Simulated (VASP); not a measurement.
Input of a VASP 6.6.1 run:

File INCAR:

```
SYSTEM = BaF2
PREC = Accurate ; ENCUT = 520
EDIFF = 1E-8 ; ISMEAR = -1
SIGMA = 0.05 ; LREAL = .FALSE.
LASPH = .TRUE. ; NELM = 120
ALGO = Normal ; ISIF = 2
LWAVE = .FALSE. ; LCHARG = .FALSE.
GGA = PE ; LEFG = .TRUE.
NBANDS = 19 ; GGA_COMPAT = .FALSE.
```

Contents of KPOINTS:

```
regular mesh
0
G
  11 11 11
  0 0 0
```

POSCAR

```
BaF2
1.0
    0.0000000000      3.1223474310      3.1223474310
    3.1223474310      0.0000000000      3.1223474310
    3.1223474310      3.1223474310      0.0000000000
Ba F
1 2
Direct
    0.0000000000      0.0000000000      0.0000000000
    0.2500000000      0.2500000000      0.2500000000
    0.7500000000      0.7500000000      0.7500000000
```

Potentials or basis: VASP PAW PBE potentials, release 64 (Ba_sv, F).

Command:

```bash
$ cat potpaw_PBE.64/Ba_sv/POTCAR potpaw_PBE.64/F/POTCAR > POTCAR
$ mpirun -np 1 vasp_std > vasp.out
```

Task: Predict the band gap on the k mesh.

Result: 6.67 eV (least direct gap 6.74 eV).

Task: Estimate the pressure.

Result: 1.0 GPa.

Caveat: spin-orbit coupling is left out, which moves the levels of the heavy elements; an odd mesh through Γ misses points on the zone boundary, where band edges can lie.
